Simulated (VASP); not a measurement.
# Be (Fm-3m) in VASP: a series of runs

Runs on Be. Level: LDA. Tasks: single point.

Program: VASP 6.6.1. These are calculated values, not measurements. Logs are shortened: lines on timing, memory, paths and dates and some standing lists are left out, and cuts for length are marked.

## 1. The cell of the first run

It takes space group Fm-3m (No. 225, cubic). Conventional cell: a = 2.732 Å, b = 2.732 Å, c = 2.732 Å, α = 90.00°, β = 90.00°, γ = 90.00°. Within 2.6 Å of Be (site symmetry m-3m) lie 12 Be at 1.93 Å.

## 2. Single point, LDA (volume scaled by 0.68)

The input, INCAR:

```
PREC     = Accurate       # precision mode
ENCUT    = 520            # plane-wave cutoff, eV
EDIFF    = 1E-7           # SCF threshold, eV
ISMEAR   = -1             # smearing method
SIGMA    = 0.05           # smearing width, eV
LREAL    = False          # projectors in reciprocal space
LASPH    = True           # aspherical terms in the spheres
NELM     = 100            # most SCF steps
ALGO     = Normal         # electronic algorithm
ISIF     = 2              # what is computed and relaxed
LWAVE    = False          # write WAVECAR
LCHARG   = False          # write CHGCAR
GGA      = CA             # functional
NBANDS   = 7              # bands
```

The input, KPOINTS:

```
Automatic mesh
0
Gamma
  21 21 21
```

The input, POSCAR:

```
Be
1.0
    0.0000000000      1.3659388634      1.3659388634
    1.3659388634      0.0000000000      1.3659388634
    1.3659388634      1.3659388634      0.0000000000
Be
1
Direct
    0.0000000000      0.0000000000      0.0000000000
```

Potentials or basis: VASP PAW LDA potentials, release 64 (Be).

Run with:

```bash
$ cat potpaw_LDA.64/Be/POTCAR > POTCAR
$ mpirun -np 1 vasp_std > vasp.out
```

OUTCAR:

```text
PREC = Accurate
   ENCUT = 520
   EDIFF = 1E-7
   ISMEAR = -1
   LREAL = False
   LASPH = True
   NELM = 100
   ISIF = 2
   GGA = CA

 ion  position               nearest neighbor table
   1  0.000  0.000  0.000-

  LATTYP: Found a face centered cubic cell.
 ALAT       =     2.7318777268

  Lattice vectors:

 A1 = (   0.0000000000,   1.3659388634,   1.3659388634)
 A2 = (   1.3659388634,   0.0000000000,   1.3659388634)
 A3 = (   1.3659388634,   1.3659388634,   0.0000000000)

Analysis of symmetry for initial positions (statically):
=====================================================================
 Subroutine PRICEL returns:
 Original cell was already a primitive cell.

 Routine SETGRP: Setting up the symmetry group for a
 face centered cubic supercell.

 Subroutine GETGRP returns: Found 48 space group operations
 (whereof 48 operations were pure point group operations)
 out of a pool of 48 trial point group operations.

The static configuration has the point symmetry O_h .

Analysis of symmetry for dynamics (positions and initial velocities):
=====================================================================
 Subroutine PRICEL returns:
 Original cell was already a primitive cell.

 Routine SETGRP: Setting up the symmetry group for a
 face centered cubic supercell.

 Subroutine GETGRP returns: Found 48 space group operations
 (whereof 48 operations were pure point group operations)
 out of a pool of 48 trial point group operations.

The dynamic configuration has the point symmetry O_h .

 Subroutine INISYM returns: Found 48 space group operations
 (whereof 48 operations are pure point group operations),
 and found     1 'primitive' translations

----------------------------------------------------------------------------------------

                                     Primitive cell

  volume of cell :       5.0971

  direct lattice vectors                    reciprocal lattice vectors
     0.000000000  1.365938863  1.365938863    -0.366048594  0.366048594  0.366048594
     1.365938863  0.000000000  1.365938863     0.366048594 -0.366048594  0.366048594
     1.365938863  1.365938863  0.000000000     0.366048594  0.366048594 -0.366048594

  length of vectors
     1.931729266  1.931729266  1.931729266     0.634014762  0.634014762  0.634014762

  position of ions in fractional coordinates (direct lattice)
     0.000000000  0.000000000  0.000000000

  ion indices of the primitive-cell ions
   primitive index   ion index
                 1           1

----------------------------------------------------------------------------------------

 KPOINTS: Automatic mesh

Automatic generation of k-mesh.
 Grid dimensions read from file:
 generate k-points for:   21   21   21

 Generating k-lattice:

  Cartesian coordinates                     Fractional coordinates (reciprocal lattice)
    -0.017430885  0.017430885  0.017430885     0.047619048  0.000000000  0.000000000
     0.017430885 -0.017430885  0.017430885     0.000000000  0.047619048  0.000000000
     0.017430885  0.017430885 -0.017430885     0.000000000  0.000000000  0.047619048

  Length of vectors
     0.030191179  0.030191179  0.030191179

  Shift w.r.t. Gamma in fractional coordinates (k-lattice)
     0.000000000  0.000000000  0.000000000

 Subroutine IBZKPT returns following result:
 ===========================================

 Found    286 irreducible k-points:

 Following reciprocal coordinates:
            Coordinates               Weight
  0.000000  0.000000  0.000000      1.000000
  0.047619  0.000000  0.000000      8.000000
  0.095238  0.000000  0.000000      8.000000
  0.142857  0.000000  0.000000      8.000000
  0.190476  0.000000  0.000000      8.000000
  0.238095  0.000000  0.000000      8.000000
[... 16 lines left out ...]
 -0.428571  0.047619  0.000000     24.000000
 -0.380952  0.047619  0.000000     24.000000
 [... further k-points ...]
   k-points           NKPTS =    286   k-points in BZ     NKDIM =    286   number of bands    NBANDS=      7
   number of dos      NEDOS =    301   number of ions     NIONS =      1
   total plane-waves  NPLWV =   2744
   dimension x,y,z NGX =    14 NGY =   14 NGZ =   14
   dimension x,y,z NGXF=    28 NGYF=   28 NGZF=   28
   ions per type =               1
   NGX,Y,Z   is equivalent  to a cutoff of  12.05, 12.05, 12.05 a.u.
   NGXF,Y,Z  is equivalent  to a cutoff of  24.10, 24.10, 24.10 a.u.
 SYSTEM =  unknown system
   PREC   = accura    normal or accurate (medium, high low for compatibility)
   ISTART =      0    job   : 0-new  1-cont  2-samecut
   ICHARG =      2    charge: 1-file 2-atom 10-const
   ISPIN  =      1    spin polarized calculation?
   LNONCOLLINEAR =      F non collinear calculations
   LSORBIT =      F    spin-orbit coupling
   LASPH  =      T    aspherical Exc in radial PAW
   ENCUT  =  520.0 eV  38.22 Ry    6.18 a.u.   3.59  3.59  3.59*2*pi/ulx,y,z
   NELM   =    100;   NELMIN=  2; NELMDL= -5     # of ELM steps
   EDIFF  = 0.1E-06   stopping-criterion for ELM
   LREAL  =      F    real-space projection
   EDIFFG = 0.1E-05   stopping-criterion for IOM
   NSW    =      0    number of steps for IOM
   IBRION =     -1    ionic relax: 0-MD 1-quasi-New 2-CG
   NFREE  =      0    steps in history (QN), initial steepest desc. (CG)
   ISIF   =      2    stress and relaxation
   ISYM   =      2    0-nonsym 1-usesym 2-fastsym
   POTIM  = 0.5000    time-step for ionic-motion
   TEBEG  =    0.0;   TEEND  =   0.0 temperature during run
   PSTRESS=    0.0 pullay stress
   NELECT =       2.0000    total number of electrons
   NUPDOWN=      -1.0000    fix difference up-down
   EMIN   =  10.00;   EMAX   =-10.00  energy-range for DOS
   EFERMI =   0.00;   METHOD = LEGACY
   ISMEAR =    -1;   SIGMA  =   0.05  broadening in eV -4-tet -1-fermi 0-gaus
   EFERMI_NEDOS =   21; number of points for ismear=-14 and -15
   IALGO  =     38    algorithm
   IMIX   =      4    mixing-type and parameters
     AMIX     =   0.40;   BMIX     =  1.00
     AMIX_MAG =   1.60;   BMIX_MAG =  1.00
  volume/ion in A,a.u.               =       5.10        34.40
  Fermi-wavevector in a.u.,A,eV,Ry     =   1.198515  2.264865 19.543937  1.436439
  Thomas-Fermi vector in A             =   2.334402
   LORBIT       =      0    0 simple, 1 ext, 2 COOP (PROOUT), +10 PAW based schemes
   GGA     = CA    functional components
   LHFCALC =     F    Hartree Fock is set to
   AEXX    =    0.0000 exact exchange contribution
   IVDW    =     0    specifies the selected vdW correction
   LEPSILON=     F    determine dielectric tensor
   LRPA    =     F    only Hartree local field effects (RPA)
 non-spin polarized calculation
  energy-cutoff  :      520.00
  volume of cell :        5.10
 maximum number of plane-waves:       147
   NGX =  7   NGY =  7   NGZ =  7

 number of electron       2.0000000 magnetization

 Free energy of the ion-electron system (eV)
  ---------------------------------------------------
  ext. energy  EPLUGINS =         0.00000000
  ---------------------------------------------------
  free energy    TOTEN  =        -3.57630983 eV

  energy without entropy =       -3.57603614  energy(sigma->0) =       -3.57617298

 E-fermi :  11.4877     XC(G=0): -12.1660

 val. band max:       11.4160852029   @ k =  -0.2857   0.4762   0.1905
 cond. band min:      11.5621451249   @ k =  -0.3810   0.3333   0.0000
 fundamental gap:      0.1460599220
 Fermi energy:        11.4876557592

 k-point     1 :       0.0000    0.0000    0.0000
  band No.  band energies     occupation
      1      -2.6574      2.00000
      2      38.5321      0.00000
      3      38.5321      0.00000
      4      38.5321      0.00000
      5      49.9069      0.00000
      6      49.9069      0.00000
      7      49.9069      0.00000

 k-point     2 :       0.0476    0.0000    0.0000
  band No.  band energies     occupation
      1      -2.5765      2.00000
      2      37.6185      0.00000
      3      38.3275      0.00000
      4      38.3275      0.00000
      5      48.6411      0.00000
      6      50.2839      0.00000
      7      50.2839      0.00000

 k-point     3 :       0.0952    0.0000    0.0000
  band No.  band energies     occupation
      1      -2.3334      2.00000
      2      35.1924      0.00000
      3      37.8003      0.00000
      4      37.8003      0.00000
      5      47.8909      0.00000
      6      51.2600      0.00000
      7      51.2600      0.00000

 k-point     4 :       0.1429    0.0000    0.0000
  band No.  band energies     occupation
      1      -1.9273      2.00000
      2      31.9930      0.00000
      3      37.1215      0.00000
      4      37.1215      0.00000
      5      48.0934      0.00000
      6      52.3335      0.00000
      7      52.3335      0.00000

 k-point     5 :       0.1905    0.0000    0.0000
  band No.  band energies     occupation
      1      -1.3580      2.00000
      2      28.5831      0.00000
      3      36.4311      0.00000
      4      36.4311      0.00000
      5      48.8508      0.00000
      6      52.4830      0.00000
      7      52.4830      0.00000
[... 161 lines left out ...]
 k-point    22 :      -0.4762    0.0476    0.0000
  band No.  band energies     occupation
      1       4.2386      2.00000
      2      13.4114      0.00000
      3      33.9013      0.00000
      4      34.0424      0.00000
      5      43.8804      0.00000
      6      46.5715      0.00000
      7      51.0491      0.00000

 k-point    23 :      -0.4286    0.0476    0.0000
  band No.  band energies     occupation
      1       3.7497      2.00000
      2      14.2200      0.00000
      3      33.6045      0.00000
      4      34.4629      0.00000
      5      44.3874      0.00000
      6      46.4683      0.00000
      7      51.3588      0.00000

 k-point    24 :      -0.3810    0.0476    0.0000
  band No.  band energies     occupation
      1       2.7976      2.00000
      2      15.9696      0.00000
      3      33.4476      0.00000
      4      34.9623      0.00000
      5      45.2055      0.00000
      6      46.7693      0.00000
      7      51.9595      0.00000

 [... further k-points ...]

------------------------ aborting loop because EDIFF is reached ----------------------------------------

  FORCE on cell =-STRESS in cart. coord.  units (eV):
  Direction    XX          YY          ZZ          XY          YZ          ZX
  --------------------------------------------------------------------------------------
  -------------------------------------------------------------------------------------
  Total        3.1084934      3.1084934      3.1084934      0.0000000      0.0000000      0.0000000
  in kB      977.0949188    977.0949188    977.0949188      0.0000000      0.0000000      0.0000000
  external PRESSURE =     977.0949188 kB  Pullay stress =       0.0000000 kB

 VOLUME and BASIS-vectors are now :
 -----------------------------------------------------------------------------
  energy-cutoff  :      520.00
  volume of cell :        5.10
      direct lattice vectors                 reciprocal lattice vectors
     0.000000000  1.365938863  1.365938863    -0.366048594  0.366048594  0.366048594
     1.365938863  0.000000000  1.365938863     0.366048594 -0.366048594  0.366048594
     1.365938863  1.365938863  0.000000000     0.366048594  0.366048594 -0.366048594

 POSITION                                       TOTAL-FORCE (eV/Angst)
 -----------------------------------------------------------------------------------
      0.00000      0.00000      0.00000         0.000000      0.000000      0.000000
 -----------------------------------------------------------------------------------
    total drift:                               -0.000000      0.000000     -0.000000

  FREE ENERGIE OF THE ION-ELECTRON SYSTEM (eV)
  ---------------------------------------------------
  free  energy   TOTEN  =        -3.5763098253 eV

  energy  without entropy=       -3.5760361400  energy(sigma->0) =       -3.57617298
```

Wall time 9.1 s (1 thread of Intel Xeon 6975P-C, shared host); peak memory 0.11 GiB.

Results:

| Item | Value |
| --- | --- |
| Free energy | -3.5763 eV |
| Pressure | 97.7 GPa |
| Band gap on the k mesh | zero (band 1 reaches 11.74 eV, above the bottom of band 2 at 11.06 eV) |

## 3. Single point, LDA (volume scaled by 0.76)

The input, INCAR:

```
SYSTEM = Be
  PREC = Accurate
  ENCUT = 520
  EDIFF = 1E-6
  ISMEAR = -1
  SIGMA = 0.05
  LREAL = .False.
  LASPH = .True.
  NELM = 80
  ALGO = Normal
  ISIF = 2
  LWAVE = .False.
  LCHARG = .False.
  NBANDS = 7
```

The input, KPOINTS:

```
regular mesh
0
Gamma
  21 21 21
  0 0 0
```

The input, POSCAR:

```
Be
1.0
    0.0000000000      1.4175318365      1.4175318365
    1.4175318365      0.0000000000      1.4175318365
    1.4175318365      1.4175318365      0.0000000000
Be
1
Direct
    0.0000000000      0.0000000000      0.0000000000
```

Potentials or basis: VASP PAW LDA potentials, release 64 (Be).

Run with:

```bash
$ cat potpaw_LDA.64/Be/POTCAR > POTCAR
$ mpirun -np 1 vasp_std > vasp.out
```

Wall time 11 s (1 thread of Intel Xeon 6975P-C, shared host); peak memory 0.11 GiB.

It converged, with:

- Free energy: -3.8629 eV
- Pressure: 58.1 GPa
- Band gap on the k mesh: zero (band 1 reaches 10.55 eV, above the bottom of band 2 at 9.92 eV)

Levels at points of the mesh, in eV from the Fermi level:
```
           k point  band 1  band 2  band 3  band 4
(0.00, 0.00, 0.00)  -13.55   24.77   24.77   24.77
```
